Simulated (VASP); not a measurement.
Input of a VASP 6.6.1 run:

INCAR

```
PREC     = Accurate       # precision mode
ENCUT    = 520            # plane-wave cutoff, eV
EDIFF    = 1E-6           # SCF threshold, eV
ISMEAR   = 0              # smearing method
SIGMA    = 0.15           # smearing width, eV
LREAL    = F              # projectors in reciprocal space
LASPH    = T              # aspherical terms in the spheres
NELM     = 150            # most SCF steps
ALGO     = Normal         # electronic algorithm
ISIF     = 2              # what is computed and relaxed
LWAVE    = F              # write WAVECAR
LCHARG   = F              # write CHGCAR
ISPIN    = 2              # spin polarisation
MAGMOM   = 0.7            # initial moments
LORBIT   = 11             # projections on sites
LMAXMIX  = 4              # l up to which the mixer works
GGA      = CA             # functional
NBANDS   = 15             # bands
```

Contents of KPOINTS:

```
Automatic mesh
0
Gamma
  22 22 22
```

POSCAR

```
Ni
1.0
    0.0000000000      1.8405354842      1.4553071270
    1.8405354842      0.0000000000      1.4553071270
    1.8405354842      1.8405354842      0.0000000000
Ni
1
Direct
    0.0000000000      0.0000000000      0.0000000000
```

Potentials or basis: VASP PAW LDA potentials, release 64 (Ni).

The run is started by

```console
$ cat potpaw_LDA.64/Ni/POTCAR > POTCAR
$ mpirun -np 1 vasp_std > vasp.out
```

What does it give for the site moments?

Ni +0.43 μB.

Estimate the pressure.

5.7 GPa.

Stress tensor (GPa, compression positive):
```
 2.94  0.00  0.00
 0.00  2.94  0.00
 0.00  0.00 11.18
```

Caveat: the cell differs from its parent crystal (strain +e along x and -e along y +0.0000, strain +e along z and -e/2 along x and y -0.1500).
